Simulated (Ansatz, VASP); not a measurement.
Ca in VASP and in Ansatz

```
CELL_PARAMETERS angstrom
3.76214 0.00000 0.00000
-1.88107 3.25811 0.00000
0.00000 0.00000 6.24263
ATOMIC_POSITIONS crystal
Ca 0.33333 0.66667 0.25000
Ca 0.66667 0.33333 0.75000
```

Alike in both runs: task single point; functional LDA; k mesh 12 × 12 × 6; occupations fermi-dirac, width 0.05 eV; no spin polarisation.

|  | VASP | Ansatz |
| --- | --- | --- |
| version | VASP 6.6.1 | Ansatz 0.2.0 |
| potentials or method | VASP PAW LDA potentials, release 64 (Ca_sv), cutoff 520 eV | all-electron LAPW, scalar-relativistic |

|  | VASP | Ansatz | Ansatz less VASP |
| --- | --- | --- | --- |
| pressure (GPa) | 0.0 | 0.0 | -0.01 |
| traceless stress, the component that is largest in VASP (GPa) | -0.06 | -0.06 | -0.001 |

LDA's correlation is that of Perdew and Zunger in VASP and of Perdew and Wang (1992) in Ansatz. Ansatz ran all-electron here, and VASP with PAW potentials.
